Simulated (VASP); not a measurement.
# VN (Fm-3m) in VASP: further runs, part 2 of 2

VASP 6.6.1. Earlier steps stand in the parts before.

## Step 3: Single point, r2SCAN, collinear spin, ferromagnetic start

Contents of POSCAR:

```
VN
1.0
    0.0000000000      2.0608700000      2.0608700000
    2.0608700000      0.0000000000      2.0608700000
    2.0608700000      2.0608700000      0.0000000000
V N
1 1
Direct
    0.0000000000      0.0000000000      0.0000000000
    0.5000000000      0.5000000000      0.5000000000
```

Contents of INCAR.step1:

```
  PREC = Accurate
  ENCUT = 660
  ISMEAR = -1
  SIGMA = 0.1
  LREAL = F
  LASPH = T
  NELM = 200
  ISPIN = 2
  MAGMOM = 2 0
  LMAXMIX = 4
  NBANDS = 20
  GGA = PE
  ALGO = Normal
  EDIFF = 1E-5
  LWAVE = T
  LCHARG = F
  GGA_COMPAT = F
```

Contents of INCAR.step2:

```
  PREC = Accurate
  ENCUT = 660
  EDIFF = 1E-6
  ISMEAR = -1
  SIGMA = 0.1
  LREAL = F
  LASPH = T
  NELM = 200
  ALGO = Normal
  ISIF = 2
  LWAVE = F
  LCHARG = F
  ISPIN = 2
  MAGMOM = 2 0
  LORBIT = 11
  LMAXMIX = 4
  METAGGA = R2SCAN
  LMIXTAU = T
  NBANDS = 20
  ISTART = 1
  GGA_COMPAT = F
```

Contents of KPOINTS:

```
Automatic mesh
0
Gamma
  4 4 4
  0.5 0.5 0.5
```

Potentials or basis: VASP PAW PBE potentials, release 64 (V_sv, N).

Started as:

```console
$ cat potpaw_PBE.64/V_sv/POTCAR potpaw_PBE.64/N/POTCAR > POTCAR
$ cp INCAR.step1 INCAR
$ mpirun -np 1 vasp_std > vasp.out
$ cp INCAR.step2 INCAR
$ mpirun -np 1 vasp_std > vasp.out
```

OUTCAR:

```text
PREC = Accurate
   ENCUT = 660
   EDIFF = 1E-6
   ISMEAR = -1
   LREAL = F
   LASPH = T
   NELM = 200
   ISIF = 2
   ISPIN = 2
   LORBIT = 11
   METAGGA = R2SCAN
   ISTART = 1

 ion  position               nearest neighbor table
   1  0.000  0.000  0.000-   2 2.06   2 2.06   2 2.06   2 2.06   2 2.06   2 2.06
   2  0.500  0.500  0.500-   1 2.06   1 2.06   1 2.06   1 2.06   1 2.06   1 2.06

  LATTYP: Found a face centered cubic cell.
 ALAT       =     4.1217400000

  Lattice vectors:

 A1 = (   0.0000000000,   2.0608700000,   2.0608700000)
 A2 = (   2.0608700000,   0.0000000000,   2.0608700000)
 A3 = (   2.0608700000,   2.0608700000,   0.0000000000)

Analysis of symmetry for initial positions (statically):
=====================================================================
 Subroutine PRICEL returns:
 Original cell was already a primitive cell.

 Routine SETGRP: Setting up the symmetry group for a
[... 411 lines left out ...]
      2     -28.6346      1.00000
      3     -28.5653      1.00000
      4     -28.5653      1.00000
      5      -6.7061      1.00000
      6       7.9586      1.00000
[... 219 lines left out ...]
     19      36.0395      0.00000
     20      42.4457      0.00000

------------------------ aborting loop because EDIFF is reached ----------------------------------------

  FORCE on cell =-STRESS in cart. coord.  units (eV):
  Direction    XX          YY          ZZ          XY          YZ          ZX
  --------------------------------------------------------------------------------------
  -------------------------------------------------------------------------------------
  Total       -0.4143357     -0.4143357     -0.4143357      0.0000000      0.0000000     -0.0000000
  in kB      -37.9211218    -37.9211218    -37.9211218      0.0000000      0.0000000     -0.0000000
  external PRESSURE =     -37.9211218 kB  Pullay stress =       0.0000000 kB

 VOLUME and BASIS-vectors are now :
 -----------------------------------------------------------------------------
  energy-cutoff  :      660.00
  volume of cell :       17.51
      direct lattice vectors                 reciprocal lattice vectors
     0.000000000  2.060870000  2.060870000    -0.242615983  0.242615983  0.242615983
     2.060870000  0.000000000  2.060870000     0.242615983 -0.242615983  0.242615983
     2.060870000  2.060870000  0.000000000     0.242615983  0.242615983 -0.242615983

 POSITION                                       TOTAL-FORCE (eV/Angst)
 -----------------------------------------------------------------------------------
      0.00000      0.00000      0.00000        -0.000000     -0.000000      0.000000
      2.06087      2.06087      2.06087         0.000000      0.000000     -0.000000
 -----------------------------------------------------------------------------------
    total drift:                                0.000000     -0.000000     -0.000000

  FREE ENERGIE OF THE ION-ELECTRON SYSTEM (eV)
  ---------------------------------------------------
  free  energy   TOTEN  =       -25.6491614979 eV

  energy  without entropy=      -25.5984302404  energy(sigma->0) =      -25.62379587

 total charge

# of ion       s       p       d       tot
------------------------------------------
    1        2.232   6.275   3.123  11.630
    2        1.254   2.538   0.000   3.792
--------------------------------------------------
tot          3.486   8.813   3.123  15.422

 magnetization (x)

# of ion       s       p       d       tot
------------------------------------------
    1        0.000   0.000   0.001   0.001
    2        0.000  -0.000   0.000  -0.000
--------------------------------------------------
tot          0.000  -0.000   0.001   0.001
```

OUTCAR.step1:

```text
PREC = Accurate
   ENCUT = 660
   ISMEAR = -1
   LREAL = F
   LASPH = T
   NELM = 200
[... 683 lines left out ...]
 -----------------------------------------------------------------------------------
      0.00000      0.00000      0.00000         0.000000      0.000000      0.000000
      2.06087      2.06087      2.06087        -0.000000     -0.000000     -0.000000
 -----------------------------------------------------------------------------------
    total drift:                                0.000000     -0.000000     -0.000000

  FREE ENERGIE OF THE ION-ELECTRON SYSTEM (eV)
  ---------------------------------------------------
  free  energy   TOTEN  =       -19.3551034606 eV

  energy  without entropy=      -19.3044326324  energy(sigma->0) =      -19.32976805
```

OSZICAR.step1:

```text
N       E                     dE             d eps       ncg     rms          rms(c)
DAV:   1     0.168034629933E+03    0.16803E+03   -0.10433E+04   800   0.121E+03
DAV:   2    -0.178625885106E+02   -0.18590E+03   -0.17534E+03   828   0.361E+02
DAV:   3    -0.240979354571E+02   -0.62353E+01   -0.61741E+01   920   0.698E+01
DAV:   4    -0.241285219340E+02   -0.30586E-01   -0.30583E-01   880   0.527E+00
DAV:   5    -0.241286709398E+02   -0.14901E-03   -0.14901E-03   900   0.371E-01    0.310E+01
DAV:   6    -0.203351632748E+02    0.37935E+01   -0.14479E+01   968   0.476E+01    0.965E+00
DAV:   7    -0.194962271333E+02    0.83894E+00   -0.52869E+00   860   0.242E+01    0.996E+00
DAV:   8    -0.193556001653E+02    0.14063E+00   -0.46993E-01   840   0.747E+00    0.245E+00
DAV:   9    -0.193572766835E+02   -0.16765E-02   -0.27947E-02   868   0.148E+00    0.901E-01
DAV:  10    -0.193560334827E+02    0.12432E-02   -0.39444E-03   832   0.687E-01    0.343E-01
DAV:  11    -0.193551551613E+02    0.87832E-03   -0.13698E-03   896   0.428E-01    0.150E-01
DAV:  12    -0.193551032384E+02    0.51923E-04   -0.25918E-04   860   0.180E-01    0.400E-02
DAV:  13    -0.193551034606E+02   -0.22225E-06   -0.13739E-05   664   0.350E-02
   1 F= -.19355103E+02 E0= -.19329768E+02  d E =-.506708E-01  mag=     0.0006
```

Wall time 21 s (1 thread of Intel Xeon Platinum 8488C (Sapphire Rapids), shared host); peak memory 0.15 GiB.

Results:

```yaml
Free_energy: -25.6492 eV
Pressure: -3.8 GPa
Band_gap_on_the_k_mesh: zero (filled and empty bands overlap)
Net_moment: 0.00 μB per cell
Valence_electrons_inside_the_program's_atomic_spheres: V 11.63; N 3.79
```

Caveat: the k points lie up to 0.66 Å⁻¹ apart, too coarse for converged energies and pressures of a metal; the PAW data sets were made with another functional, which shifts forces and pressure a little.
